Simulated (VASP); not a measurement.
Wanted: the native input for a VASP 6.6.1 run.

```
Task                   : relaxation of cell and atoms
Functional             : PBE
Potentials or basis    : VASP PAW PBE potentials, release 64 (Ag)
Cutoff                 : 500 eV
k mesh                 : 16 × 16 × 16
Occupations            : fermi-dirac, width 0.1 eV
Spin                   : no spin polarisation
Target pressure        : 10 GPa
Dipole correction      : no
Further INCAR settings : ALGO = Normal; EDIFF = 1e-07; IBRION = 2; EDIFFG = -0.03; NSW = 80; ISIF = 3
```

The structure of Ag lies in POSCAR:

```
Ag
1.0
    2.6600000000      0.0000000000      0.0000000000
    0.0000000000      2.6600000000      0.0000000000
    0.0000000000      0.0000000000      2.6600000000
Ag
1
Direct
    0.0000000000      0.0000000000      0.0000000000
```

This isn't the form of Ag at room conditions, which is fcc.

The input as run:

INCAR

```
PREC = Accurate
ENCUT = 500
EDIFF = 1E-7
ISMEAR = -1
SIGMA = 0.1
LREAL = False
LASPH = True
NELM = 120
ALGO = Normal
ISIF = 3
LWAVE = False
LCHARG = False
GGA = PE
IBRION = 2
NSW = 80
EDIFFG = -0.03
PSTRESS = 100.0
GGA_COMPAT = False
NELMIN = 4
```

KPOINTS

```
Automatic mesh
0
Gamma
  16 16 16
```

Potentials or basis: VASP PAW PBE potentials, release 64 (Ag).

Command:

```sh
$ cat potpaw_PBE.64/Ag/POTCAR > POTCAR
$ mpirun -np 1 vasp_std > vasp.out
```

Results of the run:

* Relaxed volume: 18.63 Å³/atom
* Relaxed cell: a = 2.651 Å, b = 2.651 Å, c = 2.651 Å, α = 90.00°, β = 90.00°, γ = 90.00°
* Space group after relaxing (to 0.1 Å): Pm-3m (No. 221)
* Energy change on relaxing (the run minimises the enthalpy): +11.3 meV/atom
* Ionic steps: 3
* Pressure after relaxing: 10.0 GPa
* Band gap on the k mesh: zero (an odd number of electrons rules out a gap without spin polarisation)

Caveat: the cell is relaxed towards a set pressure, so the run minimises the enthalpy, not the energy.

Run time: 21 s on 1 thread of AMD EPYC 9R45 (Zen 5), with other jobs on the host, peak memory 0.12 GiB.
